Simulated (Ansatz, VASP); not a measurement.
## Al2SiF2: VASP beside Ansatz

INCAR

```
SYSTEM = Al2SiF2
  PREC = Accurate
  ENCUT = 600
  EDIFF = 1E-6
  ISMEAR = 0
  SIGMA = 0.1
  LREAL = .FALSE.
  LASPH = .TRUE.
  NELM = 120
  ALGO = Normal
  ISIF = 2
  LWAVE = .FALSE.
  LCHARG = .FALSE.
  GGA = PE
  NBANDS = 20
  GGA_COMPAT = .FALSE.
```

KPOINTS

```
regular mesh
0
G
  6 6 2
  0 0 0
```

The input POSCAR:

```
Al2SiF2
1.0
    3.0504875795      0.0000000000      0.0000000000
   -1.5252437897      2.6417997377      0.0000000000
    0.0000000000      0.0000000000      8.9921979535
Al Si F
2 1 2
Direct
    0.6666666667      0.3333333333      0.7866471914
    0.3333333333      0.6666666667      0.2133528086
    0.0000000000      0.0000000000      0.0000000000
    0.3333333333      0.6666666667      0.6577416592
    0.6666666667      0.3333333333      0.3422583408
```

Input for Ansatz:

```yaml
crystal:
  lattice:
    - [3.0504875795, 0.0, 0.0]
    - [-1.5252437897, 2.6417997377, 0.0]
    - [0.0, 0.0, 8.9921979535]
  atoms:
    - { symbol: Al, position: [0.6666666667, 0.3333333333, 0.7866471914] }
    - { symbol: Al, position: [0.3333333333, 0.6666666667, 0.2133528086] }
    - { symbol: Si, position: [0.0, 0.0, 0.0] }
    - { symbol: F, position: [0.3333333333, 0.6666666667, 0.6577416592] }
    - { symbol: F, position: [0.6666666667, 0.3333333333, 0.3422583408] }
basis:
  ecutwfc: 420
kpoints:
  mp_grid: { grid: [6, 6, 2] }
hamiltonian:
  xc: pbe
scf:
  occupations: { method: gaussian, width: 0.1 }
  lower_state_search: "off"
output:
  forces: true
  stress: true
  eigenvalues: true
```

Alike in both runs: task single point; functional PBE; k mesh 6 × 6 × 2; occupations gaussian, width 0.1 eV; no spin polarisation.

|  | VASP | Ansatz |
| --- | --- | --- |
| version | VASP 6.6.1 | Ansatz 0.2.0 |
| potentials or method | VASP PAW PBE potentials, release 64 (Al, Si, F), cutoff 600 eV | scalar-relativistic, plane waves, PAW |
| valence electrons in the cell | 24 | 24 |

Ansatz gave:

* gap on the k mesh at the Fermi level (eV): none
* pressure (GPa): -0.1
* traceless stress, the component that is largest in VASP (GPa): 1.12
* rms of the force components (eV/Å): 0.124

Question: Estimate VASP's values.

Answer: gap on the k mesh at the Fermi level (eV): none; pressure (GPa): -0.3; traceless stress, the component that is largest in VASP (GPa): 1.05; rms of the force components (eV/Å): 0.121.

Atom by atom the forces differ by 0.002 eV/Å (rms over components). A gap of «none» marks a metal or a gap that the smearing closes. The functional is the same, so the differences come from potentials, cutoffs and numerics.

The k mesh is coarse, so the values compare programs but aren't converged.
